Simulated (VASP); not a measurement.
# LiGa3 (P4/mmm) in VASP: further runs

Runs on LiGa3. Level: LDA. Tasks: single point.

All numbers are computed with VASP 6.6.1; they aren't measurements. Logs are shortened: lines on timing, memory, paths and dates and some standing lists are left out, and cuts for length are marked.

### 1 The cell of the first run

It takes space group P4/mmm (No. 123, tetragonal). Conventional cell: a = 3.622 Å, b = 3.622 Å, c = 3.937 Å, α = 90.00°, β = 90.00°, γ = 90.00°. Li (site symmetry 4/mmm) has 12 Ga at 2.56 to 2.67 Å within 3.4 Å. Ga (site symmetry mmm) has 8 Ga at 2.56 to 2.67 Å and 4 Li at 2.67 Å within 3.4 Å. Within 3.4 Å of Ga (site symmetry 4/mmm) lie 4 Li at 2.56 Å and 8 Ga at 2.67 Å.

### 2 Single point, LDA (strain -0.080 along x and y, +0.000 along z)

Input file INCAR:

```
SYSTEM = LiGa3
PREC = Accurate
ENCUT = 520
EDIFF = 1E-6
ISMEAR = 0
SIGMA = 0.15
LREAL = .False.
LASPH = .True.
NELM = 60
ALGO = Fast
ISIF = 2
LWAVE = .False.
LCHARG = .True.
LELF = .True.
LVHAR = .True.
NBANDS = 29
```

Input file KPOINTS:

```
regular mesh
0
Gamma
  12 12 12
  0 0 0
```

Input file POSCAR:

```
LiGa3
1.0
    3.6215843898      0.0000000000      0.0000000000
    0.0000000000      3.6215843898      0.0000000000
    0.0000000000      0.0000000000      3.9365047715
Li Ga
1 3
Direct
    0.0000000000      0.0000000000      0.0000000000
    0.5000000000      0.0000000000      0.5000000000
    0.0000000000      0.5000000000      0.5000000000
    0.5000000000      0.5000000000      0.0000000000
```

Potentials or basis: VASP PAW LDA potentials, release 64 (Li_sv, Ga_d).

Command:

```
$ cat potpaw_LDA.64/Li_sv/POTCAR potpaw_LDA.64/Ga_d/POTCAR > POTCAR
$ mpirun -np 1 vasp_std > vasp.out
```

OUTCAR:

```text
SYSTEM = LiGa3
   PREC = Accurate
   ENCUT = 520
   EDIFF = 1E-6
   ISMEAR = 0
   LREAL = .False.
   LASPH = .True.
   NELM = 60
   ISIF = 2

 ion  position               nearest neighbor table
   1  0.000  0.000  0.000-   4 2.56   4 2.56   4 2.56   4 2.56   3 2.67   3 2.67   3 2.67   3 2.67
                             2 2.67   2 2.67   2 2.67   2 2.67
   2  0.500  0.000  0.500-   3 2.56   3 2.56   3 2.56   3 2.56   4 2.67   1 2.67   4 2.67   4 2.67
                             1 2.67   4 2.67   1 2.67   1 2.67
   3  0.000  0.500  0.500-   2 2.56   2 2.56   2 2.56   2 2.56   4 2.67   1 2.67   1 2.67   1 2.67
                             4 2.67   4 2.67   4 2.67   1 2.67
   4  0.500  0.500  0.000-   1 2.56   1 2.56   1 2.56   1 2.56   3 2.67   2 2.67   2 2.67   2 2.67
                             3 2.67   3 2.67   3 2.67   2 2.67

  LATTYP: Found a simple tetragonal cell.
 ALAT       =     3.6215843898
 C/A-ratio  =     1.0869565217

  Lattice vectors:

 A1 = (   3.6215843898,   0.0000000000,   0.0000000000)
 A2 = (   0.0000000000,   3.6215843898,   0.0000000000)
 A3 = (   0.0000000000,   0.0000000000,   3.9365047715)

Analysis of symmetry for initial positions (statically):
=====================================================================
 Subroutine PRICEL returns:
 Original cell was already a primitive cell.

 Routine SETGRP: Setting up the symmetry group for a
 simple tetragonal supercell.

 Subroutine GETGRP returns: Found 16 space group operations
 (whereof 16 operations were pure point group operations)
 out of a pool of 16 trial point group operations.

The static configuration has the point symmetry D_4h.

Analysis of symmetry for dynamics (positions and initial velocities):
=====================================================================
 Subroutine PRICEL returns:
 Original cell was already a primitive cell.

 Routine SETGRP: Setting up the symmetry group for a
 simple tetragonal supercell.

 Subroutine GETGRP returns: Found 16 space group operations
 (whereof 16 operations were pure point group operations)
 out of a pool of 16 trial point group operations.

The dynamic configuration has the point symmetry D_4h.

 Subroutine INISYM returns: Found 16 space group operations
 (whereof 16 operations are pure point group operations),
 and found     1 'primitive' translations

[... 92 lines left out ...]
   ISPIN  =      1    spin polarized calculation?
   LNONCOLLINEAR =      F non collinear calculations
   LSORBIT =      F    spin-orbit coupling
   LASPH  =      T    aspherical Exc in radial PAW
   ENCUT  =  520.0 eV  38.22 Ry    6.18 a.u.   6.73  6.73  7.32*2*pi/ulx,y,z
   NELM   =     60;   NELMIN=  2; NELMDL= -5     # of ELM steps
   EDIFF  = 0.1E-05   stopping-criterion for ELM
   LREAL  =      F    real-space projection
   EDIFFG = 0.1E-04   stopping-criterion for IOM
   NSW    =      0    number of steps for IOM
   IBRION =     -1    ionic relax: 0-MD 1-quasi-New 2-CG
   NFREE  =      0    steps in history (QN), initial steepest desc. (CG)
   ISIF   =      2    stress and relaxation
   ISYM   =      2    0-nonsym 1-usesym 2-fastsym
   POTIM  = 0.5000    time-step for ionic-motion
   TEBEG  =    0.0;   TEEND  =   0.0 temperature during run
   PSTRESS=    0.0 pullay stress
   NELECT =      42.0000    total number of electrons
   NUPDOWN=      -1.0000    fix difference up-down
   EMIN   =  10.00;   EMAX   =-10.00  energy-range for DOS
   EFERMI =   0.00;   METHOD = LEGACY
   ISMEAR =     0;   SIGMA  =   0.15  broadening in eV -4-tet -1-fermi 0-gaus
   EFERMI_NEDOS =   21; number of points for ismear=-14 and -15
   IALGO  =     68    algorithm
   IMIX   =      4    mixing-type and parameters
     AMIX     =   0.40;   BMIX     =  1.00
     AMIX_MAG =   1.60;   BMIX_MAG =  1.00
  volume/ion in A,a.u.               =      12.91        87.11
  Fermi-wavevector in a.u.,A,eV,Ry     =   1.528230  2.887935 31.776210  2.335486
  Thomas-Fermi vector in A             =   2.636017
   LORBIT       =      0    0 simple, 1 ext, 2 COOP (PROOUT), +10 PAW based schemes
   GGA     = CA    functional components
   LHFCALC =     F    Hartree Fock is set to
   AEXX    =    0.0000 exact exchange contribution
   IVDW    =     0    specifies the selected vdW correction
   LEPSILON=     F    determine dielectric tensor
   LRPA    =     F    only Hartree local field effects (RPA)
 non-spin polarized calculation
 RMM-DIIS sequential band-by-band and
 Gauss-broadening in eV      SIGMA  =   0.15
  energy-cutoff  :      520.00
  volume of cell :       51.63
 maximum number of plane-waves:      1414
 NGX is ok and might be reduce to    28
   NGX = 13   NGY = 13   NGZ = 15

 number of electron      41.9999966 magnetization

 Free energy of the ion-electron system (eV)
  ---------------------------------------------------
  ext. energy  EPLUGINS =         0.00000000
  ---------------------------------------------------
  free energy    TOTEN  =       -13.22563421 eV

  energy without entropy =      -13.21116929  energy(sigma->0) =      -13.21840175

 E-fermi :   7.6490     XC(G=0): -12.2625

 val. band max:        7.6427358340   @ k =   0.4167   0.0000   0.0833
 cond. band min:       7.6529977012   @ k =   0.5000   0.1667   0.5000
 fundamental gap:      0.0102618672
 Fermi energy:         7.6490407464

 k-point     1 :       0.0000    0.0000    0.0000
  band No.  band energies     occupation
      1     -37.8491      2.00000
      2      -8.2291      2.00000
      3      -8.1938      2.00000
      4      -8.0916      2.00000
      5      -8.0916      2.00000
      6      -7.9709      2.00000
[... 757 lines left out ...]
     28      16.3270      0.00000
     29      17.8105      0.00000

 [... further k-points ...]
[... 5 lines left out ...]
  --------------------------------------------------------------------------------------
  -------------------------------------------------------------------------------------
  Total        6.1954036      6.1954036      3.1988917      0.0000000      0.0000000     -0.0000000
  in kB      192.2525831    192.2525831     99.2663657      0.0000000      0.0000000     -0.0000000
  external PRESSURE =     161.2571773 kB  Pullay stress =       0.0000000 kB

 VOLUME and BASIS-vectors are now :
 -----------------------------------------------------------------------------
  energy-cutoff  :      520.00
  volume of cell :       51.63
      direct lattice vectors                 reciprocal lattice vectors
     3.621584390  0.000000000  0.000000000     0.276122242  0.000000000  0.000000000
     0.000000000  3.621584390  0.000000000     0.000000000  0.276122242  0.000000000
     0.000000000  0.000000000  3.936504772     0.000000000  0.000000000  0.254032462

 POSITION                                       TOTAL-FORCE (eV/Angst)
 -----------------------------------------------------------------------------------
      0.00000      0.00000      0.00000         0.000000      0.000000      0.000000
      1.81079      0.00000      1.96825         0.000000      0.000000      0.000000
      0.00000      1.81079      1.96825         0.000000      0.000000      0.000000
      1.81079      1.81079      0.00000         0.000000      0.000000      0.000000
 -----------------------------------------------------------------------------------
    total drift:                                0.000000      0.000000      0.000000

  FREE ENERGIE OF THE ION-ELECTRON SYSTEM (eV)
  ---------------------------------------------------
  free  energy   TOTEN  =       -13.2256342074 eV

  energy  without entropy=      -13.2111692890  energy(sigma->0) =      -13.21840175
```

OSZICAR:

```text
N       E                     dE             d eps       ncg     rms          rms(c)
DAV:   1     0.267532575357E+03    0.26753E+03   -0.19719E+04 12065   0.279E+03
DAV:   2     0.178648980502E+02   -0.24967E+03   -0.24242E+03 11547   0.495E+02
DAV:   3    -0.123061817892E+02   -0.30171E+02   -0.29728E+02 13745   0.136E+02
[... 12 lines left out ...]
RMM:  16    -0.132256283802E+02   -0.39751E-05   -0.33947E-05 14513   0.206E-02    0.520E-03
RMM:  17    -0.132256310071E+02   -0.26269E-05   -0.22048E-05 13470   0.160E-02    0.679E-03
RMM:  18    -0.132256324228E+02   -0.14156E-05   -0.14949E-05 12696   0.125E-02    0.315E-03
RMM:  19    -0.132256334586E+02   -0.10359E-05   -0.99934E-06 11908   0.979E-03    0.166E-03
RMM:  20    -0.132256342074E+02   -0.74871E-06   -0.71723E-06 11128   0.786E-03
   1 F= -.13225634E+02 E0= -.13218402E+02  d E =-.144649E-01
```

stdout:

```text
POSCAR found type information on POSCAR LiGa
 POSCAR found :  2 types and       4 ions
 scaLAPACK will be used
 LDA part: xc-table for (Slater(with rela. corr.)+CA(PZ))
 , standard interpolation
 POSCAR, INCAR and KPOINTS ok, starting setup
 FFT: planning ... GRIDC
 FFT: planning ... GRID_SOFT
 FFT: planning ... GRID
 WAVECAR not read
 entering main loop
WARNING in EDDRMM: call to ZHEGV failed, returncode =   6  3     25
WARNING in EDDRMM: call to ZHEGV failed, returncode =   6  3     22
WARNING in EDDRMM: call to ZHEGV failed, returncode =   8  4      7
WARNING in EDDRMM: call to ZHEGV failed, returncode =   8  4      6
WARNING in EDDRMM: call to ZHEGV failed, returncode =   6  3     23
WARNING in EDDRMM: call to ZHEGV failed, returncode =   6  3      8
WARNING in EDDRMM: call to ZHEGV failed, returncode =   6  3      4
```

Wall time 4.2 min (1 thread of AMD EPYC 9R45 (Zen 5), shared host); peak memory 0.28 GiB.

Results:

| Property | Result |
| --- | --- |
| Free energy | -13.2256 eV |
| Band gap on the k mesh | zero (bands 21 and 22 overlap by 7.35 eV) |

Caveat: the cell differs from its parent crystal (strain -0.080 along x and y, +0.000 along z); the cutoff is under 1.25 times the usual one of these potentials, so pressure, stress and relaxed cells hold a basis-set (Pulay) error.

### 3 Single point, LDA (strain -0.080 along x and y, +0.080 along z)

Input file INCAR:

```
ALGO = Fast
EDIFF = 1E-6
ENCUT = 520
GGA = CA
ISIF = 2
ISMEAR = 0
LASPH = True
LCHARG = False
LREAL = False
LWAVE = False
NBANDS = 29
NELM = 60
PREC = Accurate
SIGMA = 0.15
```

Input file KPOINTS:

```
k-points
0
Gamma
  12 12 12
```

POSCAR: that of step 2 with these lines changed.

```diff
@@ -4,3 +4,3 @@
     0.0000000000      3.6215843898      0.0000000000
-    0.0000000000      0.0000000000      3.9365047715
+    0.0000000000      0.0000000000      4.2514251532
 Li Ga
```

Potentials or basis: VASP PAW LDA potentials, release 64 (Li_sv, Ga_d).

Command:

```
$ cat potpaw_LDA.64/Li_sv/POTCAR potpaw_LDA.64/Ga_d/POTCAR > POTCAR
$ mpirun -np 1 vasp_std > vasp.out
```

Run time: 3.3 min. Hardware: 1 thread of AMD EPYC 9R45 (Zen 5), shared host; peak memory 0.3 GiB.

It converged, with:

```
Free energy            : -13.3663 eV
Band gap on the k mesh : zero (bands 21 and 22 overlap by 7.07 eV)
```

Levels at points of the mesh, in eV from the Fermi level:
```tsv
k point	band 18	band 19	band 20	band 21	band 22	band 23	band 24	band 25
(0.00, 0.00, 0.00)	-3.85	-2.96	-1.50	-1.50	0.28	4.01	5.79	5.79
(0.50, 0.00, 0.00)	-8.31	-1.21	-1.19	0.12	1.09	1.25	2.45	3.50
(0.50, 0.50, 0.00)	-6.38	-6.38	-4.17	1.29	1.87	2.07	2.07	2.31
(0.00, 0.00, 0.50)	-8.68	0.11	0.11	1.34	1.74	1.74	3.18	3.36
(0.50, 0.00, 0.50)	-7.45	-7.12	-4.01	3.39	3.59	3.77	4.50	5.28
(0.50, 0.50, 0.50)	-4.72	-4.72	-4.66	-4.17	-3.68	-3.68	2.94	9.98
```

Caveat: the cell differs from its parent crystal (strain -0.080 along x and y, +0.080 along z); the cutoff is under 1.25 times the usual one of these potentials, so pressure, stress and relaxed cells hold a basis-set (Pulay) error.
